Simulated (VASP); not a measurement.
**Ta2N: single point with PBE**

The system is Ta2N.

```
CELL_PARAMETERS angstrom
5.29657 0.00000 0.00000
-2.64829 4.58697 0.00000
0.00000 0.00000 4.93918
ATOMIC_POSITIONS crystal
Ta 0.66636 0.66636 0.75362
Ta 0.00000 0.33364 0.75362
Ta 0.33364 0.00000 0.75362
Ta 0.33364 0.33364 0.24638
Ta 0.02078 0.69241 0.23002
Ta 0.66636 0.00000 0.24638
N 0.66667 0.33333 0.50000
N 0.33333 0.66667 0.50000
N 0.00000 0.00000 0.00000
```

```yaml
Program: VASP 6.6.1
Task: single point
Functional: PBE
Potentials_or_basis: VASP PAW PBE potentials, release 64 (Ta_pv, N)
Cutoff: 520 eV
k_mesh: 6 × 6 × 6
Occupations: gaussian, width 0.05 eV
Spin: no spin polarisation
Dipole_correction: no
Further_INCAR_settings: ALGO = Normal; EDIFF = 1e-06; NBANDS = 50
```

```json
{"Pressure": "4.3 GPa", "Largest force": "3.247 eV/Å"}
```

Forces on the atoms (eV/Å):
```
Ta   0.027 -0.150 -0.463
Ta   0.011  0.103 -0.358
Ta   0.168  0.110 -0.513
Ta   0.272  0.609  0.181
Ta  -0.213 -2.478  2.087
Ta   0.007  0.537  0.148
N    0.205  0.400 -0.369
N   -0.077  0.070 -0.070
N   -0.400  0.799 -0.643
```

Stress tensor (GPa, compression positive):
```
 3.69 -0.03  0.91
-0.03  4.53 -0.68
 0.91 -0.68  4.63
```

Levels at points of the mesh, in eV from the Fermi level:
```tsv
k point	band 38	band 39	band 40	band 41	band 42	band 43	band 44	band 45
(0.00, 0.00, 0.00)	-0.76	-0.57	-0.47	-0.26	-0.10	0.03	0.67	0.87
(0.50, 0.00, 0.00)	-1.92	-1.30	0.44	0.55	0.86	1.05	1.82	2.13
(0.00, 0.50, 0.00)	-1.86	-1.42	0.38	0.57	0.88	1.17	1.87	2.29
(0.50, 0.50, 0.00)	-1.94	-1.40	0.28	0.64	1.02	1.12	1.66	2.22
(0.00, 0.00, 0.50)	-1.63	-1.42	-1.32	-0.91	0.61	0.73	1.00	1.97
(0.50, 0.00, 0.50)	-1.24	-1.12	-0.58	-0.31	0.08	0.23	0.67	1.08
(0.00, 0.50, 0.50)	-1.18	-1.01	-0.85	-0.01	0.06	0.27	0.68	0.98
(0.50, 0.50, 0.50)	-1.30	-1.12	-0.81	-0.13	0.18	0.29	0.65	0.94
```

Wall time 7.2 min on 1 thread of AMD EPYC 9R45 96-Core Processor (Zen 5), on a shared host, peak memory 0.55 GiB.

Caveat: spin-orbit coupling is left out, which moves the levels of the heavy elements; forces of over 1 eV/Å act on the atoms, so gaps and moduli don't describe the material at rest.
